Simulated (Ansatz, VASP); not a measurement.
# Nb in VASP and in Ansatz

The input INCAR:

```
SYSTEM = Nb
PREC = Accurate
ENCUT = 600
EDIFF = 1E-6
ISMEAR = 0
SIGMA = 0.1
LREAL = .False.
LASPH = .True.
NELM = 60
ALGO = Normal
ISIF = 3
LWAVE = .False.
LCHARG = .False.
GGA = PS
IBRION = 2
NSW = 100
EDIFFG = -0.002
```

Contents of KPOINTS:

```
regular mesh
0
Gamma
  18 18 18
  0 0 0
```

POSCAR

```
Nb
1.0
   -1.6588161900      1.6588161900      1.6588161900
    1.6588161900     -1.6588161900      1.6588161900
    1.6588161900      1.6588161900     -1.6588161900
Nb
1
Direct
    0.0000000000      0.0000000000      0.0000000000
```

Input for Ansatz:

```yaml
crystal:
  lattice:
    - [-1.65881619, 1.65881619, 1.65881619]
    - [1.65881619, -1.65881619, 1.65881619]
    - [1.65881619, 1.65881619, -1.65881619]
  atoms:
    - { symbol: Nb, position: [0.0, 0.0, 0.0] }
basis:
  ecutwfc: 420
kpoints:
  mp_grid: { grid: [18, 18, 18] }
hamiltonian:
  xc: pbesol
  pseudopotentials: { kind: paw, azcp: { folder: soft_1 } }
scf:
  occupations: { method: gaussian, width: 0.1 }
output:
  forces: true
  stress: true
  eigenvalues: true
relax:
  adjacent_minimum: "off"
  f_tol: 0.002
  max_steps: 80
  cell: { stress_tol: 0.02 }
```

Alike in both runs: task relaxation of cell and atoms; functional PBEsol; k mesh 18 × 18 × 18; occupations gaussian, width 0.1 eV; no spin polarisation.

|  | VASP | Ansatz |
| --- | --- | --- |
| version | VASP 6.6.1 | Ansatz 0.2.0 |
| potentials or method | VASP PAW PBE potentials, release 64 (Nb_sv), cutoff 600 eV | scalar-relativistic, plane waves, PAW |
| valence electrons in the cell | 13 | 13 |

Ansatz gave:

| Item | Value |
| --- | --- |
| gap on the k mesh at the Fermi level, each at its own relaxed structure (eV) | none |
| relaxed volume (Å³/atom) | 17.52 |
| relaxed length of the cell vector where the two differ most in proportion (Å) | 2.834 |

**Question.** What did VASP give for the same quantities?

**Answer.** gap on the k mesh at the Fermi level, each at its own relaxed structure (eV): none; relaxed volume (Å³/atom): 17.50; relaxed length of the cell vector where the two differ most in proportion (Å): 2.833.

VASP's potentials were made for PBE, not for PBEsol, and Ansatz warns of the same on its side. A gap of «none» marks a metal or a gap that the smearing closes.
